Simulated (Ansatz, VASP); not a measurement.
SrAl2O2 in VASP and in Ansatz

INCAR

```
SYSTEM = SrAl2O2
ALGO = Normal
EDIFF = 1E-6
EDIFFG = -0.04
ENCUT = 600
GGA = PE
IBRION = 2
ISIF = 3
ISMEAR = 0
LASPH = .True.
LCHARG = .False.
LREAL = .False.
LWAVE = .False.
NELM = 60
NSW = 90
PREC = Accurate
SIGMA = 0.1
```

Contents of KPOINTS:

```
k-points
0
Gamma
  4 4 4
  0 0 0
```

File POSCAR:

```
SrAl2O2
1.0
    4.0086524400      0.0000000000      0.0000000000
    0.0000000000      4.0086524400      0.0000000000
    0.0000000000      0.0000000000      5.4376190000
Sr Al O
1 2 2
Direct
    0.0000000000      0.0000000000      0.0000000000
    0.5000000000      0.5000000000      0.2399999900
    0.5000000000      0.5000000000      0.7600000100
    0.0000000000      0.5000000000      0.5000000000
    0.5000000000      0.0000000000      0.5000000000
```

Input for Ansatz:

```yaml
crystal:
  lattice:
    - [4.00865244, 0.0, 0.0]
    - [0.0, 4.00865244, 0.0]
    - [0.0, 0.0, 5.437619]
  atoms:
    - { symbol: Sr, position: [0.0, 0.0, 0.0] }
    - { symbol: Al, position: [0.5, 0.5, 0.23999999] }
    - { symbol: Al, position: [0.5, 0.5, 0.76000001] }
    - { symbol: O, position: [0.0, 0.5, 0.5] }
    - { symbol: O, position: [0.5, 0.0, 0.5] }
basis:
  ecutwfc: 420
kpoints:
  mp_grid: { grid: [4, 4, 4] }
hamiltonian:
  xc: pbe
scf:
  occupations: { method: gaussian, width: 0.1 }
  lower_state_search: "off"
output:
  forces: true
  stress: true
  eigenvalues: true
relax:
  adjacent_minimum: "off"
  f_tol: 0.04
  max_steps: 70
  cell: { stress_tol: 0.4 }
```

Change from the starting cell: species swapped into the CeMg2Si2 type (P4/mmm, No. 123).

Alike in both runs: task relaxation of cell and atoms; functional PBE; k mesh 4 × 4 × 4; occupations gaussian, width 0.1 eV; no spin polarisation.

|  | VASP | Ansatz |
| --- | --- | --- |
| version | VASP 6.6.1 | Ansatz 0.2.0 |
| potentials or method | VASP PAW PBE potentials, release 64 (Sr_sv, Al, O), cutoff 600 eV | scalar-relativistic, plane waves, PAW |
| valence electrons in the cell | 28 | 28 |

```tsv
	VASP	Ansatz	Ansatz less VASP
gap on the k mesh at the Fermi level, each at its own relaxed structure (eV)	none	none	-
relaxed volume (Å³/atom)	15.72	15.73	+0.012
relaxed length of the cell vector where the two differ most in proportion (Å)	4.702	4.710	+0.0086
```

A gap of «none» marks a metal or a gap that the smearing closes.

The k mesh is coarse, so the values compare programs but aren't converged.
